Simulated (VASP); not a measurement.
Input of a VASP 6.6.1 run:

File INCAR:

```
ALGO = Normal
EDIFF = 1E-7
ENCUT = 520
GGA = RP
ISIF = 2
ISMEAR = -1
LASPH = True
LCHARG = True
LELF = True
LREAL = False
LVHAR = True
LWAVE = False
NBANDS = 18
NELM = 100
PREC = Accurate
SIGMA = 0.1
```

Contents of KPOINTS:

```
k-points
0
Gamma
  11 11 6
```

Contents of POSCAR:

```
La
1.0
   -2.0414129068      2.4830787341      1.8199442680
    2.4830787341     -2.0414129068      1.8199442680
    4.1251025397      4.1251025397     -1.0110324964
La
2
Direct
    0.0415150446      0.9584849554      0.0000000000
    0.7084849554      0.2915150446      0.5000000000
```

Potentials or basis: VASP PAW PBE potentials, release 64 (La).

The run is started by

```console
$ cat potpaw_PBE.64/La/POTCAR > POTCAR
$ mpirun -np 1 vasp_std > vasp.out
```

Task: Predict the pressure.

Result: 3.6 GPa.

Task: What does it give for the band gap on the k mesh?

Result: Zero (bands 11 and 12 overlap by 1.56 eV).

Stress tensor (GPa, compression positive):
```
 3.64  0.17 -0.03
 0.17  3.64 -0.03
-0.03 -0.03  3.49
```

Caveat: the cell stands under pressure; the PAW data sets were made with another functional, which shifts forces and pressure a little; spin-orbit coupling is left out, which moves the levels of the heavy elements.
